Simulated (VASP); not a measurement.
# BaTlBr3 (P4/mmm) in VASP: single point with HSE06

Aim: the single point of BaTlBr3 with HSE06.

Program: VASP 6.6.1. These are calculated values, not measurements. Logs are shortened: lines on timing, memory, paths and dates and some standing lists are left out, and cuts for length are marked.

### 1 The cell of the first run

It takes space group P4/mmm (No. 123, tetragonal). The conventional cell has a = 6.416 Å, b = 6.416 Å, c = 6.197 Å, α = 90.00°, β = 90.00°, γ = 90.00°. Tl (site symmetry 4/mmm) has 12 Br at 4.46 to 4.54 Å and 8 Ba at 5.49 Å within 5.8 Å. Ba (site symmetry 4/mmm) has 6 Br at 3.10 to 3.21 Å within 4.1 Å. Within 4.1 Å of Br (site symmetry 4/mmm) lie 2 Ba at 3.10 Å. Br (site symmetry mmm) has 2 Ba at 3.21 Å within 4.2 Å.

### 2 Single point, HSE06 (epitaxial xy strain +3.0%)

Contents of POSCAR:

```
BaTlBr3
1.0
    6.4162679393      0.0000000000      0.0000000000
    0.0000000000      6.4162679393      0.0000000000
    0.0000000000      0.0000000000      6.1973648290
Tl Ba Br
1 1 3
Direct
    0.0000000000      0.0000000000      0.0000000000
    0.5000000000      0.5000000000      0.5000000000
    0.5000000000      0.5000000000      0.0000000000
    0.5000000000      0.0000000000      0.5000000000
    0.0000000000      0.5000000000      0.5000000000
```

Contents of INCAR.step1:

```
SYSTEM = BaTlBr3
ALGO     = Normal         ! electronic algorithm
EDIFF    = 1E-5           ! SCF threshold, eV
ENCUT    = 520            ! plane-wave cutoff, eV
GGA      = PE             ! functional
ISIF     = 2              ! what is computed and relaxed
ISMEAR   = 0              ! smearing method
LASPH    = .TRUE.         ! aspherical terms in the spheres
LCHARG   = .FALSE.        ! write CHGCAR
LREAL    = .FALSE.        ! projectors in reciprocal space
LWAVE    = .TRUE.         ! write WAVECAR
NBANDS   = 30             ! bands
NELM     = 80             ! most SCF steps
PREC     = Accurate       ! precision mode
SIGMA    = 0.01           ! smearing width, eV
```

Contents of INCAR.step2:

```
SYSTEM = BaTlBr3
ALGO     = Normal         ! electronic algorithm
EDIFF    = 1E-6           ! SCF threshold, eV
ENCUT    = 520            ! plane-wave cutoff, eV
GGA      = PE             ! functional
HFSCREEN = 0.2079         ! screening, 1/A
ISIF     = 2              ! what is computed and relaxed
ISMEAR   = 0              ! smearing method
ISTART   = 1            
LASPH    = .TRUE.         ! aspherical terms in the spheres
LCHARG   = .FALSE.        ! write CHGCAR
LHFCALC  = .TRUE.         ! exact exchange
LREAL    = .FALSE.        ! projectors in reciprocal space
LWAVE    = .FALSE.        ! write WAVECAR
NBANDS   = 30             ! bands
NELM     = 80             ! most SCF steps
PREC     = Accurate       ! precision mode
PRECFOCK = Fast         
SIGMA    = 0.01           ! smearing width, eV
```

Contents of KPOINTS:

```
k-points
0
G
  2 2 2
  0 0 0
```

Potentials or basis: VASP PAW PBE potentials, release 64 (Tl_d, Ba_sv, Br).

Started as:

```
cat potpaw_PBE.64/Tl_d/POTCAR potpaw_PBE.64/Ba_sv/POTCAR potpaw_PBE.64/Br/POTCAR > POTCAR
cp INCAR.step1 INCAR
mpirun -np 1 vasp_std > vasp.out
cp INCAR.step2 INCAR
mpirun -np 1 vasp_std > vasp.out
```

OUTCAR:

```text
SYSTEM = BaTlBr3
   EDIFF = 1E-6
   ENCUT = 520
   GGA = PE
   HFSCREEN = 0.2079
   ISIF = 2
   ISMEAR = 0
   ISTART = 1
   LASPH = .TRUE.
   LHFCALC = .TRUE.
   LREAL = .FALSE.
   NELM = 80
   PREC = Accurate
   PRECFOCK = Fast

 ion  position               nearest neighbor table
   1  0.000  0.000  0.000-
   2  0.500  0.500  0.500-   3 3.10   3 3.10   5 3.21   4 3.21   4 3.21   5 3.21
   3  0.500  0.500  0.000-   2 3.10   2 3.10
   4  0.500  0.000  0.500-   2 3.21   2 3.21
   5  0.000  0.500  0.500-   2 3.21   2 3.21

  LATTYP: Found a simple tetragonal cell.
 ALAT       =     6.4162679393
 C/A-ratio  =     0.9658831096

  Lattice vectors:

 A1 = (   6.4162679393,   0.0000000000,   0.0000000000)
 A2 = (   0.0000000000,   6.4162679393,   0.0000000000)
 A3 = (   0.0000000000,   0.0000000000,   6.1973648290)

Analysis of symmetry for initial positions (statically):
=====================================================================
 Subroutine PRICEL returns:
 Original cell was already a primitive cell.

 Routine SETGRP: Setting up the symmetry group for a
 simple tetragonal supercell.

 Subroutine GETGRP returns: Found 16 space group operations
 (whereof 16 operations were pure point group operations)
 out of a pool of 16 trial point group operations.

The static configuration has the point symmetry D_4h.

Analysis of symmetry for dynamics (positions and initial velocities):
=====================================================================
 Subroutine PRICEL returns:
 Original cell was already a primitive cell.

 Routine SETGRP: Setting up the symmetry group for a
 simple tetragonal supercell.

 Subroutine GETGRP returns: Found 16 space group operations
 (whereof 16 operations were pure point group operations)
 out of a pool of 16 trial point group operations.

The dynamic configuration has the point symmetry D_4h.

 Subroutine INISYM returns: Found 16 space group operations
 (whereof 16 operations are pure point group operations),
 and found     1 'primitive' translations

----------------------------------------------------------------------------------------

                                     Primitive cell

  volume of cell :     255.1362

[... 80 lines left out ...]
   NFREE  =      0    steps in history (QN), initial steepest desc. (CG)
   ISIF   =      2    stress and relaxation
   ISYM   =      3    0-nonsym 1-usesym 2-fastsym
   POTIM  = 0.5000    time-step for ionic-motion
   TEBEG  =    0.0;   TEEND  =   0.0 temperature during run
   PSTRESS=    0.0 pullay stress
   NELECT =      44.0000    total number of electrons
   NUPDOWN=      -1.0000    fix difference up-down
   EMIN   =  10.00;   EMAX   =-10.00  energy-range for DOS
   EFERMI =   0.00;   METHOD = LEGACY
   ISMEAR =     0;   SIGMA  =   0.01  broadening in eV -4-tet -1-fermi 0-gaus
   EFERMI_NEDOS =   21; number of points for ismear=-14 and -15
   IALGO  =     38    algorithm
   IMIX   =      1    mixing-type and parameters
     AMIX     =   0.40;   BMIX     =  1.00
     AMIX_MAG =   1.60;   BMIX_MAG =  1.00
  volume/ion in A,a.u.               =      51.03       344.35
  Fermi-wavevector in a.u.,A,eV,Ry     =   0.911245  1.722003 11.297829  0.830367
  Thomas-Fermi vector in A             =   2.035501
   LORBIT       =      0    0 simple, 1 ext, 2 COOP (PROOUT), +10 PAW based schemes
   GGA     = PE    functional components
   LHFCALC =     T    Hartree Fock is set to
   PRECFOCK=fast      Normal, Fast or Accurate (Low or Medium for compatibility)
   ENCUT4O =  -1.0   cutoff for four orbital integrals eV
   NKREDX  =     1    reduce k-point grid by
   NKREDY  =     1    reduce k-point grid by
   NKREDZ  =     1    reduce k-point grid by
   AEXX    =    0.2500 exact exchange contribution
   HFSCREEN=    0.2079 screening length (either q_TF or 0.3 A-1)
   HFSCREENC=   0.2079 screening length for correlation (either q_TF or 0.3 A-1)
   ENCUTFOCK=  -1.0 apply spherical cutoff to Coloumb kernel
   IVDW    =     0    specifies the selected vdW correction
   LEPSILON=     F    determine dielectric tensor
   LRPA    =     F    only Hartree local field effects (RPA)
 non-spin polarized calculation
 Gauss-broadening in eV      SIGMA  =   0.01
  energy-cutoff  :      520.00
  volume of cell :      255.14
 maximum number of plane-waves:      6912
 NGX is ok and might be reduce to    48
  NGX = 28; NGY = 28; NGZ = 28

 number of electron      43.9999999 magnetization

 Free energy of the ion-electron system (eV)
  ---------------------------------------------------
  ext. energy  EPLUGINS =         0.00000000
  ---------------------------------------------------
  free energy    TOTEN  =       -19.25608100 eV

  energy without entropy =      -19.25608100  energy(sigma->0) =      -19.25608100

 E-fermi :  -2.2519     XC(G=0):  -5.6172

 val. band max:       -2.3506184665   @ k =   0.5000   0.0000   0.5000
 cond. band min:       1.5993946488   @ k =   0.0000   0.0000   0.5000
 fundamental gap:      3.9500131153
 Fermi energy:        -2.2518924341

 k-point     1 :       0.0000    0.0000    0.0000
  band No.  band energies     occupation
      1     -29.4779      2.00000
      2     -15.8705      2.00000
      3     -15.7538      2.00000
      4     -15.7175      2.00000
      5     -14.2261      2.00000
      6     -14.2255      2.00000
[... 187 lines left out ...]
     29       5.8479      0.00000
     30       5.9870      0.00000

------------------------ aborting loop because EDIFF is reached ----------------------------------------

  FORCE on cell =-STRESS in cart. coord.  units (eV):
  Direction    XX          YY          ZZ          XY          YZ          ZX
  --------------------------------------------------------------------------------------
  -------------------------------------------------------------------------------------
  Total       -0.8930537     -0.8930537      1.0404140      0.0000000      0.0000000      0.0000000
  in kB       -5.6081045     -5.6081045      6.5334826      0.0000000      0.0000000      0.0000000
  external PRESSURE =      -1.5609088 kB  Pullay stress =       0.0000000 kB

 VOLUME and BASIS-vectors are now :
 -----------------------------------------------------------------------------
  energy-cutoff  :      520.00
  volume of cell :      255.14
      direct lattice vectors                 reciprocal lattice vectors
     6.416267939  0.000000000  0.000000000     0.155853840  0.000000000  0.000000000
     0.000000000  6.416267939  0.000000000     0.000000000  0.155853840  0.000000000
     0.000000000  0.000000000  6.197364829     0.000000000  0.000000000  0.161358905

 POSITION                                       TOTAL-FORCE (eV/Angst)
 -----------------------------------------------------------------------------------
      0.00000      0.00000      0.00000         0.000000      0.000000      0.000000
      3.20813      3.20813      3.09868         0.000000      0.000000      0.000000
      3.20813      3.20813      0.00000         0.000000      0.000000      0.000000
      3.20813      0.00000      3.09868         0.000000      0.000000      0.000000
      0.00000      3.20813      3.09868         0.000000      0.000000      0.000000
 -----------------------------------------------------------------------------------
    total drift:                               -0.000000     -0.000000      0.000003

  FREE ENERGIE OF THE ION-ELECTRON SYSTEM (eV)
  ---------------------------------------------------
  free  energy   TOTEN  =       -19.2560809960 eV

  energy  without entropy=      -19.2560809960  energy(sigma->0) =      -19.25608100
```

OUTCAR.step1:

```text
SYSTEM = BaTlBr3
   EDIFF = 1E-5
   ENCUT = 520
   GGA = PE
   ISIF = 2
   ISMEAR = 0
   LASPH = .TRUE.
   LREAL = .FALSE.
[... 410 lines left out ...]
      3.20813      3.20813      0.00000         0.000000      0.000000      0.000000
      3.20813      0.00000      3.09868         0.000000      0.000000      0.000000
      0.00000      3.20813      3.09868         0.000000      0.000000      0.000000
 -----------------------------------------------------------------------------------
    total drift:                                0.000000     -0.000000     -0.000000

  FREE ENERGIE OF THE ION-ELECTRON SYSTEM (eV)
  ---------------------------------------------------
  free  energy   TOTEN  =       -16.4224141720 eV

  energy  without entropy=      -16.4224141720  energy(sigma->0) =      -16.42241417
```

OSZICAR.step1:

```text
N       E                     dE             d eps       ncg     rms          rms(c)
DAV:   1     0.307520914925E+03    0.30752E+03   -0.18177E+04   360   0.119E+03
DAV:   2     0.102168597127E+02   -0.29730E+03   -0.28874E+03   530   0.239E+02
DAV:   3    -0.172593551703E+02   -0.27476E+02   -0.27368E+02   442   0.719E+01
DAV:   4    -0.179736106240E+02   -0.71426E+00   -0.71298E+00   538   0.107E+01
DAV:   5    -0.179841379493E+02   -0.10527E-01   -0.10520E-01   442   0.117E+00    0.468E+00
DAV:   6    -0.169148553782E+02    0.10693E+01   -0.13862E+00   422   0.393E+00    0.302E+00
DAV:   7    -0.164918075779E+02    0.42305E+00   -0.11409E+00   396   0.322E+00    0.129E+00
DAV:   8    -0.164257095674E+02    0.66098E-01   -0.16087E-01   414   0.176E+00    0.365E-01
DAV:   9    -0.164212368109E+02    0.44728E-02   -0.42809E-02   456   0.759E-01    0.263E-01
DAV:  10    -0.164222347294E+02   -0.99792E-03   -0.47561E-03   412   0.280E-01    0.632E-02
DAV:  11    -0.164223635517E+02   -0.12882E-03   -0.93379E-04   432   0.128E-01    0.295E-02
DAV:  12    -0.164224010683E+02   -0.37517E-04   -0.78872E-05   404   0.385E-02    0.138E-02
DAV:  13    -0.164224134615E+02   -0.12393E-04   -0.18433E-05   376   0.225E-02    0.371E-03
DAV:  14    -0.164224141720E+02   -0.71058E-06   -0.12096E-06   290   0.638E-03
   1 F= -.16422414E+02 E0= -.16422414E+02  d E =-.271342E-41
```

Wall time 10 min (1 thread of Intel Xeon Platinum 8375C at 2.90GHz (Ice Lake), shared host); peak memory 0.48 GiB.

What came out:

- Free energy: -19.2561 eV
- Pressure: -0.2 GPa
- Band gap on the k mesh: 3.95 eV (least direct gap 4.18 eV)

Stress tensor (GPa, compression positive):
```
-0.56  0.00  0.00
 0.00 -0.56  0.00
 0.00  0.00  0.65
```

Levels at points of the mesh, in eV from the valence-band top:
| k point | band 20 | band 21 | band 22 | band 23 | band 24 | band 25 |
| --- | --- | --- | --- | --- | --- | --- |
| (0.00, 0.00, 0.00) | -0.21 | -0.21 | -0.17 | 5.00 | 5.00 | 5.05 |
| (0.50, 0.00, 0.00) | -0.40 | -0.24 | -0.20 | 4.01 | 4.76 | 4.80 |
| (0.50, 0.50, 0.00) | -0.51 | -0.38 | -0.02 | 4.45 | 4.45 | 4.58 |
| (0.00, 0.00, 0.50) | -0.39 | -0.23 | -0.23 | 3.95 | 4.72 | 4.72 |
| (0.50, 0.00, 0.50) | -0.53 | -0.44 | 0.00 | 4.46 | 4.52 | 4.53 |
| (0.50, 0.50, 0.50) | -0.01 | 0.00 | 0.00 | 4.88 | 4.89 | 4.89 |

Caveat: the k points lie up to 0.51 Å⁻¹ apart; the cell differs from its parent crystal (epitaxial xy strain +3.0%); the PAW data sets were made with another functional, which shifts forces and pressure a little; spin-orbit coupling is left out, which moves the levels of the heavy elements. A k mesh can miss the band edges.
